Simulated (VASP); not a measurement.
# C (P1) in VASP: relaxation of cell and atoms with LDA

Aim: the relaxation of cell and atoms of C with LDA.

Everything below comes from runs of VASP 6.6.1. Logs are shortened: lines on timing, memory, paths and dates and some standing lists are left out, and cuts for length are marked.

## Step 1: The cell of the first run

The typed cell holds 16 atoms: a = 4.175 Å, b = 4.175 Å, c = 6.818 Å, α = 90.00°, β = 90.00°, γ = 109.47°.

## Step 2: Relaxation of cell and atoms, LDA

Input file INCAR:

```
SYSTEM = C
ALGO = Normal
EDIFF = 1E-6
EDIFFG = -0.01
ENCUT = 600
IBRION = 2
ISIF = 3
ISMEAR = 0
LASPH = .TRUE.
LCHARG = .FALSE.
LREAL = Auto
LWAVE = .FALSE.
NELM = 100
NSW = 100
PREC = Accurate
SIGMA = 0.05
```

Input file KPOINTS:

```
k-points
0
G
  6 6 4
  0 0 0
```

Input file POSCAR:

```
C
1.0
   -2.4103983044      2.4103983044      2.4103983044
    2.4103983044     -2.4103983044      2.4103983044
    4.8207966088      4.8207966088      0.0000000000
C
16
Direct
    0.3257413454      0.0009160421     -0.0001495852
    0.8257413454      0.5009160421      0.4998504148
    0.3375347189      0.3381804999      0.3371148726
    0.8332105413      0.8235238256      0.8395082357
    0.0002702611      0.3263871264     -0.0001495852
    0.5002702611      0.8263871264      0.4998504148
    0.8375347189      0.8381804999      0.1625859570
    0.3375347189      0.3381804999      0.6625859570
    0.0002702611      0.6754449578     -0.0001495852
    0.5002702611      0.1754449578      0.4998504148
    0.1630058033      0.1636515843      0.1625859570
    0.6630058033      0.6636515843      0.6625859570
    0.6747991768      0.0009160421     -0.0001495852
    0.1747991768      0.5009160421      0.4998504148
    0.6630058033      0.6636515843      0.3371148726
    0.1630058033      0.1636515843      0.8371148726
```

Potentials or basis: VASP PAW LDA potentials, release 64 (C).

Started as:

```console
$ cat potpaw_LDA.64/C/POTCAR > POTCAR
$ mpirun -np 1 vasp_std > vasp.out
```

OUTCAR:

```text
SYSTEM = C
   EDIFF = 1E-6
   EDIFFG = -0.01
   ENCUT = 600
   IBRION = 2
   ISIF = 3
   ISMEAR = 0
   LASPH = .TRUE.
   LREAL = Auto
   NELM = 100
   NSW = 100
   PREC = Accurate

 ion  position               nearest neighbor table
   1  0.326  0.001  1.000-  13 1.46   9 1.57  11 1.57  16 1.57
   2  0.826  0.501  0.500-  14 1.46  10 1.57  12 1.57  15 1.57
   3  0.338  0.338  0.337-  11 1.46  10 1.57  14 1.57  15 1.57
   4  0.833  0.824  0.840-  12 1.45   9 1.53  13 1.58  16 1.62
   5  0.000  0.326  1.000-   9 1.46  13 1.57  11 1.57  16 1.57
   6  0.500  0.826  0.500-  10 1.46  14 1.57  12 1.57  15 1.57
[... 8 lines left out ...]
  15  0.663  0.664  0.337-   7 1.46   2 1.57   6 1.57   3 1.57
  16  0.163  0.164  0.837-   8 1.46   1 1.57   5 1.57   4 1.62

  LATTYP: Found a base centered orthorhombic cell.
 ALAT       =     4.8207966088
 B/A-ratio  =     1.4142135624
 C/A-ratio  =     1.4142135624

  Lattice vectors:

 A1 = (  -2.4103983044,   2.4103983044,   2.4103983044)
 A2 = (   2.4103983044,  -2.4103983044,   2.4103983044)
 A3 = (   4.8207966088,   4.8207966088,   0.0000000000)

Analysis of symmetry for initial positions (statically):
=====================================================================
 Subroutine PRICEL returns:
 Original cell was already a primitive cell.

 Routine SETGRP: Setting up the symmetry group for a
 base centered orthorhombic supercell.

 Subroutine GETGRP returns: Found  1 space group operations
 (whereof  1 operations were pure point group operations)
 out of a pool of  8 trial point group operations.

The static configuration has the point symmetry C_1 .

Analysis of symmetry for dynamics (positions and initial velocities):
=====================================================================
 Subroutine PRICEL returns:
 Original cell was already a primitive cell.

 Routine SETGRP: Setting up the symmetry group for a
 base centered orthorhombic supercell.

 Subroutine GETGRP returns: Found  1 space group operations
 (whereof  1 operations were pure point group operations)
 out of a pool of  8 trial point group operations.

The dynamic configuration has the point symmetry C_1 .

 Subroutine INISYM returns: Found  1 space group operations
 (whereof  1 operations are pure point group operations),
 and found     1 'primitive' translations

----------------------------------------------------------------------------------------

                                     Primitive cell
[... 136 lines left out ...]
   IALGO  =     38    algorithm
   IMIX   =      4    mixing-type and parameters
     AMIX     =   0.40;   BMIX     =  1.00
     AMIX_MAG =   1.60;   BMIX_MAG =  1.00
  volume/ion in A,a.u.               =       7.00        47.25
  Fermi-wavevector in a.u.,A,eV,Ry     =   1.358364  2.566935 25.104810  1.845151
  Thomas-Fermi vector in A             =   2.485203
   LORBIT       =      0    0 simple, 1 ext, 2 COOP (PROOUT), +10 PAW based schemes
   GGA     = CA    functional components
   LHFCALC =     F    Hartree Fock is set to
   AEXX    =    0.0000 exact exchange contribution
   IVDW    =     0    specifies the selected vdW correction
   LEPSILON=     F    determine dielectric tensor
   LRPA    =     F    only Hartree local field effects (RPA)
 conjugate gradient relaxation of ions
 non-spin polarized calculation
 Gauss-broadening in eV      SIGMA  =   0.05
  energy-cutoff  :      600.00
  volume of cell :      112.04
 maximum number of plane-waves:      3764
 NGX is ok and might be reduce to    36
   NGX = 17   NGY = 17   NGZ = 27

--------------------------------------- Ionic step        1  -------------------------------------------

 number of electron      64.0000001 magnetization

 Free energy of the ion-electron system (eV)
  ---------------------------------------------------
  ext. energy  EPLUGINS =         0.00000000
  ---------------------------------------------------
  free energy    TOTEN  =      -150.54107292 eV

  energy without entropy =     -150.54107292  energy(sigma->0) =     -150.54107292

------------------------ aborting loop because EDIFF is reached ----------------------------------------

  FORCE on cell =-STRESS in cart. coord.  units (eV):
  Direction    XX          YY          ZZ          XY          YZ          ZX
  --------------------------------------------------------------------------------------
  -------------------------------------------------------------------------------------
  Total        0.1600574      1.4979032     -0.5371765      0.0370937      0.0824461      0.0197014
  in kB        2.2889164     21.4209093     -7.6819442      0.5304627      1.1790286      0.2817416
  external PRESSURE =       5.3426272 kB  Pullay stress =       0.0000000 kB
[... 131 lines left out ...]
  FREE ENERGIE OF THE ION-ELECTRON SYSTEM (eV)
  ---------------------------------------------------
  free  energy   TOTEN  =      -150.5946535699 eV

  energy  without entropy=     -150.5946535699  energy(sigma->0) =     -150.59465357

[... ionic steps 4 to 14 ...]

--------------------------------------- Ionic step       15  -------------------------------------------

 number of electron      64.0000001 magnetization

------------------------ aborting loop because EDIFF is reached ----------------------------------------
[... 95 lines left out ...]
--------------------------------------- Ionic step       17  -------------------------------------------

 number of electron      64.0000001 magnetization

 Free energy of the ion-electron system (eV)
  ---------------------------------------------------
  ext. energy  EPLUGINS =         0.00000000
  ---------------------------------------------------
  free energy    TOTEN  =      -150.60095967 eV

  energy without entropy =     -150.60095967  energy(sigma->0) =     -150.60095967

 E-fermi :   7.1314     XC(G=0): -12.0068

 val. band max:        6.8598810908   @ k =   0.5000   0.5000   0.0000
 cond. band min:       9.7520519047   @ k =   0.5000   0.1667   0.0000
 fundamental gap:      2.8921708138
 Fermi energy:         7.1313825169

 k-point     1 :       0.0000    0.0000    0.0000
  band No.  band energies     occupation
      1     -14.1353      2.00000
      2     -13.2606      2.00000
      3      -9.5785      2.00000
      4      -7.5911      2.00000
      5      -5.9269      2.00000
      6      -5.9268      2.00000
[... 1045 lines left out ...]
     40      14.0635      0.00000
     41      14.9430      0.00000

 [... further k-points ...]
[... 5 lines left out ...]
  --------------------------------------------------------------------------------------
  -------------------------------------------------------------------------------------
  Total        0.0044623      0.0076041      0.0010290      0.0003073     -0.0010878      0.0007336
  in kB        0.0637211      0.1085852      0.0146943      0.0043886     -0.0155339      0.0104751
  external PRESSURE =       0.0623335 kB  Pullay stress =       0.0000000 kB
[... 31 lines left out ...]
  FREE ENERGIE OF THE ION-ELECTRON SYSTEM (eV)
  ---------------------------------------------------
  free  energy   TOTEN  =      -150.6009596680 eV

  energy  without entropy=     -150.6009596680  energy(sigma->0) =     -150.60095967

 reached required accuracy - stopping structural energy minimisation
```

CONTCAR:

```text
C
   1.00000000000000
    -2.4115774227058173    2.4114587356776624    2.4116321411772503
     2.4115816880315242   -2.4114485808084627    2.4116267608888386
     4.8232281846662772    4.8229768614928403    0.0000138503825168
  C
    16
Direct
     0.3256297171202261    0.9999557305078047    0.9999762802261428
     0.8254733410389161    0.5000443089156253    0.5000295834493653
     0.3372125291372471    0.3372621602613734    0.3372150567047422
     0.8372345507191721    0.8371809045001448    0.8372271767325798
     0.0000581637340054    0.3255184627743368    0.0000035213371925
     0.4999508688763598    0.8256113990108693    0.4999992247899646
[... 8 lines left out ...]
     0.6627563566490126    0.6628014485416012    0.3372353646983506
     0.1627467588500866    0.1627337121956980    0.8371929613955902

  0.00000000E+00  0.00000000E+00  0.00000000E+00
  0.00000000E+00  0.00000000E+00  0.00000000E+00
  0.00000000E+00  0.00000000E+00  0.00000000E+00
  0.00000000E+00  0.00000000E+00  0.00000000E+00
  0.00000000E+00  0.00000000E+00  0.00000000E+00
  0.00000000E+00  0.00000000E+00  0.00000000E+00
[... 8 lines left out ...]
  0.00000000E+00  0.00000000E+00  0.00000000E+00
  0.00000000E+00  0.00000000E+00  0.00000000E+00
```

It took 1.8 h on 1 thread of Oxide Virtual Turin-like, shared host; peak memory 0.34 GiB.

What came out:

* Free energy: -150.6010 eV
* Relaxed volume: 7.01 Å³/atom
* Relaxed cell: a = 4.177 Å, b = 4.177 Å, c = 6.821 Å, α = 90.00°, β = 90.00°, γ = 109.47°
* Space group after relaxing (to 0.1 Å): Im-3m (No. 229)
* Energy gained by relaxing: 3.7 meV/atom
* Ionic steps: 17
* Pressure after relaxing: 0.0 GPa
* Largest force after relaxing: 0.007 eV/Å
* Band gap on the k mesh: 2.89 eV

Forces in eV/Å, atoms in the order of the input:
```
C    0.003  0.000  0.001
C   -0.006  0.002  0.002
C    0.001  0.002 -0.001
C    0.000 -0.003 -0.001
C   -0.001 -0.001  0.000
C    0.001  0.001 -0.001
C    0.006  0.003 -0.002
C   -0.002 -0.001  0.002
C    0.001  0.000 -0.002
C   -0.005 -0.001 -0.002
C    0.001 -0.005 -0.002
C    0.000  0.003  0.004
C    0.002 -0.003 -0.003
C    0.001  0.002 -0.002
C   -0.003 -0.004  0.004
C    0.002  0.006  0.003
```

Step by step:
```tsv
step	energy change (eV)	largest force (eV/Å)	pressure (GPa)	volume (Å³)
1	0.0000	1.9843	0.53	112.04
2	0.0407	2.3825	-0.35	112.41
3	-0.0536	0.3114	0.00	112.20
4	-0.0522	0.4345	-0.05	112.23
5	-0.0583	0.1248	-0.03	112.21
6	-0.0591	0.1188	-0.02	112.20
7	-0.0592	0.0633	-0.02	112.20
8	-0.0596	0.0514	0.05	112.19
9	-0.0596	0.0405	0.04	112.19
10	-0.0598	0.0399	-0.03	112.21
11	-0.0598	0.0341	-0.03	112.20
12	-0.0598	0.0229	0.01	112.20
13	-0.0598	0.0158	0.00	112.20
14	-0.0599	0.0119	-0.01	112.20
15	-0.0599	0.0118	-0.01	112.20
16	-0.0599	0.0106	0.01	112.20
17	-0.0599	0.0072	0.01	112.20
```

Final structure:
```
CELL_PARAMETERS angstrom
-2.41158 2.41146 2.41163
2.41158 -2.41145 2.41163
4.82323 4.82298 0.00001
ATOMIC_POSITIONS crystal
C 0.32563 0.99996 0.99998
C 0.82547 0.50004 0.50003
C 0.33721 0.33726 0.33721
C 0.83723 0.83718 0.83723
C 0.00006 0.32552 0.00000
C 0.49995 0.82561 0.50000
C 0.83731 0.83719 0.16277
C 0.33714 0.33724 0.66278
C 0.00008 0.67441 0.99999
C 0.49995 0.17450 0.50003
C 0.16287 0.16274 0.16277
C 0.66269 0.66279 0.66279
C 0.67453 0.99997 0.00000
C 0.17438 0.50005 0.49998
C 0.66276 0.66280 0.33724
C 0.16275 0.16273 0.83719
```

A k mesh can miss the band edges.
